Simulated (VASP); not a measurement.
# Ga2O3 (C2/m) in VASP: settings compared, part 2 of 2

VASP 6.6.1. The steps go on from the part before.

## 5. Single point, r2SCAN (epitaxial xy strain -1.0%)

The input, POSCAR:

```
Ga2O3
1.0
    6.0661391547     -1.5043623772     -0.0026304686
    6.0661391547      1.5043623772     -0.0026304686
   -1.3698023029      0.0000000000      5.6779835522
Ga O
4 6
Direct
    0.3414236716      0.3414236716      0.6843122148
    0.6585763284      0.6585763284      0.3156877852
    0.9072289688      0.9072289688      0.2017713127
    0.0927710312      0.0927710312      0.7982286873
    0.5044158742      0.5044158742      0.7461284260
    0.4955841258      0.4955841258      0.2538715740
    0.8274178591      0.8274178591      0.4379403488
    0.1725821409      0.1725821409      0.5620596512
    0.1665664389      0.1665664389      0.1104191579
    0.8334335611      0.8334335611      0.8895808421
```

The input, INCAR.step1:

```
PREC = Accurate
ENCUT = 520
ISMEAR = 0
SIGMA = 0.01
LREAL = False
LASPH = True
NELM = 60
NBANDS = 55
GGA = PE
ALGO = Normal
EDIFF = 1E-4
LWAVE = True
LCHARG = False
```

The input, INCAR.step2:

```
PREC = Accurate
ENCUT = 520
EDIFF = 1E-6
ISMEAR = 0
SIGMA = 0.01
LREAL = False
LASPH = True
NELM = 60
ALGO = Normal
ISIF = 2
LWAVE = False
LCHARG = False
METAGGA = R2SCAN
LMIXTAU = True
NBANDS = 55
ISTART = 1
```

The input, KPOINTS:

```
regular mesh
0
Gamma
  8 8 4
```

Potentials or basis: VASP PAW PBE potentials, release 64 (Ga_d, O).

Launch:

```bash
$ cat potpaw_PBE.64/Ga_d/POTCAR potpaw_PBE.64/O/POTCAR > POTCAR
$ cp INCAR.step1 INCAR
$ mpirun -np 1 vasp_std > vasp.out
$ cp INCAR.step2 INCAR
$ mpirun -np 1 vasp_std > vasp.out
```

OUTCAR:

```text
PREC = Accurate
   ENCUT = 520
   EDIFF = 1E-6
   ISMEAR = 0
   LREAL = False
   LASPH = True
   NELM = 60
   ISIF = 2
   METAGGA = R2SCAN
   ISTART = 1

 ion  position               nearest neighbor table
   1  0.341  0.341  0.684-   5 1.92  10 1.94  10 1.94   8 2.00   7 2.06   7 2.06
   2  0.659  0.659  0.316-   6 1.92   9 1.94   9 1.94   7 2.00   8 2.06   8 2.06
   3  0.907  0.907  0.202-   6 1.83   6 1.83  10 1.83   7 1.86
   4  0.093  0.093  0.798-   5 1.83   5 1.83   9 1.83   8 1.86
   5  0.504  0.504  0.746-   4 1.83   4 1.83   1 1.92
   6  0.496  0.496  0.254-   3 1.83   3 1.83   2 1.92
[... 1617 lines left out ...]
  external PRESSURE =      43.0943334 kB  Pullay stress =       0.0000000 kB

 VOLUME and BASIS-vectors are now :
 -----------------------------------------------------------------------------
  energy-cutoff  :      520.00
  volume of cell :      103.62
      direct lattice vectors                 reciprocal lattice vectors
     6.066139155 -1.504362377 -0.002630469     0.082433373 -0.332366727  0.019886888
     6.066139155  1.504362377 -0.002630469     0.082433373  0.332366727  0.019886888
    -1.369802303  0.000000000  5.677983552     0.000076379  0.000000000  0.176137288

 POSITION                                       TOTAL-FORCE (eV/Angst)
 -----------------------------------------------------------------------------------
      3.20487      0.00000      3.88372        -0.006471      0.000000     -0.062780
      7.55760      0.00000      1.78901         0.006471      0.000000      0.062780
     10.73037      0.00000      1.14088        -0.045360      0.000000     -0.001320
      0.03211      0.00000      4.53184         0.045360      0.000000      0.001320
      5.09767      0.00000      4.23385        -0.077844      0.000000     -0.030588
      5.66481      0.00000      1.43887         0.077844      0.000000      0.030588
      9.43857      0.00000      2.48227        -0.029479      0.000000      0.053468
      1.32390      0.00000      3.19046         0.029479      0.000000     -0.053468
      1.86958      0.00000      0.62608         0.067979      0.000000      0.028359
      8.89290      0.00000      5.04664        -0.067979      0.000000     -0.028359
 -----------------------------------------------------------------------------------
    total drift:                               -0.000000     -0.000000      0.000000

  FREE ENERGIE OF THE ION-ELECTRON SYSTEM (eV)
  ---------------------------------------------------
  free  energy   TOTEN  =      -102.4051891798 eV

  energy  without entropy=     -102.4051891798  energy(sigma->0) =     -102.40518918
```

OSZICAR.step1:

```text
N       E                     dE             d eps       ncg     rms          rms(c)
DAV:   1     0.121306205398E+04    0.12131E+04   -0.40013E+04 10313   0.296E+03
DAV:   2     0.197213464417E+03   -0.10158E+04   -0.95104E+03  8812   0.818E+02
DAV:   3    -0.484591389874E+02   -0.24567E+03   -0.23861E+03  9822   0.260E+02
DAV:   4    -0.680155597252E+02   -0.19556E+02   -0.19341E+02 10609   0.796E+01
DAV:   5    -0.687142123872E+02   -0.69865E+00   -0.69728E+00 11147   0.154E+01    0.177E+01
DAV:   6    -0.592942869836E+02    0.94199E+01   -0.30355E+01 15683   0.629E+01    0.479E+00
DAV:   7    -0.594959663133E+02   -0.20168E+00   -0.35239E+00  9552   0.103E+01    0.348E+00
DAV:   8    -0.594846734485E+02    0.11293E-01   -0.56219E-01 12911   0.879E+00    0.140E+00
DAV:   9    -0.594445077611E+02    0.40166E-01   -0.17592E-01 12731   0.590E+00    0.229E-01
DAV:  10    -0.594463951085E+02   -0.18873E-02   -0.24266E-02 11170   0.110E+00    0.168E-01
DAV:  11    -0.594466818681E+02   -0.28676E-03   -0.26136E-03 10874   0.504E-01    0.765E-02
DAV:  12    -0.594467549656E+02   -0.73098E-04   -0.59028E-04 10016   0.358E-01
   1 F= -.59446755E+02 E0= -.59446755E+02  d E =-.899229E-69
```

It took 89 min on 1 thread of Intel Xeon 8259CL, shared host; peak memory 0.57 GiB.

What came out:

| Quantity | Value |
| --- | --- |
| Free energy | -102.4052 eV |
| Pressure | 4.3 GPa |
| Largest force | 0.084 eV/Å |
| Band gap on the k mesh | 3.11 eV (least direct gap 3.17 eV) |

Forces in eV/Å, atoms in the order of the input:
```
Ga  -0.006  0.000 -0.063
Ga   0.006  0.000  0.063
Ga  -0.045  0.000 -0.001
Ga   0.045  0.000  0.001
O   -0.078  0.000 -0.031
O    0.078  0.000  0.031
O   -0.029  0.000  0.053
O    0.029  0.000 -0.053
O    0.068  0.000  0.028
O   -0.068  0.000 -0.028
```

Levels at points of the mesh, in eV from the valence-band top:
| k point | band 41 | band 42 | band 43 | band 44 | band 45 | band 46 | band 47 | band 48 |
| --- | --- | --- | --- | --- | --- | --- | --- | --- |
| (0.00, 0.00, 0.00) | -0.63 | -0.48 | -0.28 | -0.06 | 3.11 | 6.39 | 7.66 | 7.72 |
| (0.50, 0.00, 0.00) | -0.80 | -0.77 | -0.44 | -0.19 | 6.40 | 7.28 | 8.03 | 8.35 |
| (0.50, 0.50, 0.00) | -0.64 | -0.61 | -0.37 | -0.22 | 5.25 | 5.51 | 6.73 | 7.51 |
| (0.00, 0.00, 0.50) | -0.68 | -0.61 | -0.41 | -0.30 | 5.57 | 5.58 | 7.64 | 8.15 |
| (0.50, 0.00, 0.50) | -1.10 | -1.09 | -0.75 | -0.69 | 7.74 | 7.77 | 8.65 | 8.88 |
| (0.50, 0.50, 0.50) | -0.62 | -0.55 | -0.53 | -0.02 | 5.98 | 6.06 | 7.08 | 7.45 |

Caveat: the cell differs from its parent crystal (epitaxial xy strain -1.0%); the cell stands under pressure; the PAW data sets were made with another functional, which shifts forces and pressure a little.

## 6. Summary

```csv
level,cell,smearing,gap on the mesh (eV),pressure (GPa),largest force (eV/Å)
PBE,"a = 6.376, b = 6.376, c = 5.779 Å, angles 103.6, 103.6, 27.9°, 10 atoms, epitaxial xy strain +1.0%",fermi-dirac 0.02 eV,2.23,6.4,0.22
PBE,"a = 6.502, b = 6.502, c = 5.728 Å, angles 104.0, 104.0, 27.9°, 10 atoms, epitaxial xy strain +3.0%",fermi-dirac 0.02 eV,1.89,1.6,0.21
r2SCAN,"a = 6.187, b = 6.187, c = 5.877 Å, angles 103.0, 103.0, 27.9°, 10 atoms, epitaxial xy strain -2.0%",gaussian 0.01 eV,3.19,6.7,0.09
r2SCAN,"a = 6.250, b = 6.250, c = 5.841 Å, angles 103.2, 103.2, 27.9°, 10 atoms, epitaxial xy strain -1.0%",gaussian 0.01 eV,3.11,4.3,0.08
```

Alike in all rows: task single point; potentials or basis VASP PAW PBE potentials, release 64 (Ga_d, O); no spin polarisation; k mesh 8 × 8 × 4; cutoff (eV) 520.

Caveats: the cell stands under pressure (at least some runs); the PAW data sets were made with another functional, which shifts forces and pressure a little (at least some runs).

Absolute energies hang on the potentials; compare differences alone.
